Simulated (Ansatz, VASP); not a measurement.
Two plane-wave programs on O

```xyz
4
Lattice="2.8514 -1.6624 0.0000 0.4569 -1.6624 3.6471 -2.8514 -4.9872 0.0000" Properties=species:S:1:pos:R:3 pbc="T T T"
O    -0.2274   -6.6497    0.5674
O    -0.2274   -3.3248    0.5674
O     0.6843   -4.9872    3.0797
O     0.6843   -1.6624    3.0797
```

Alike in both runs: task single point; functional PBE; k mesh 8 × 7 × 5; occupations fermi-dirac, width 0.05 eV; no spin polarisation.

|  | VASP | Ansatz |
| --- | --- | --- |
| version | VASP 6.6.1 | Ansatz 0.2.0 |
| potentials or method | VASP PAW PBE potentials, release 64 (O) | PAW with Ansatz's default frozen-core files, scalar-relativistic |
| plane-wave cutoff (eV) | 520 | 420 |
| valence electrons in the cell | 24 | 24 |

```tsv
	VASP	Ansatz	Ansatz less VASP
pressure (GPa)	-0.2	-2.1	-1.85
traceless stress, the component that is largest in VASP (GPa)	-2.99	-0.92	+2.071
rms of the force components (eV/Å)	0.494	0.185	-0.3088
```

Atom by atom the forces differ by 0.644 eV/Å (rms over components).

Noted on VASP's run: the standard files for N, O and F lose accuracy on very short bonds; spin is off for a triplet molecule.
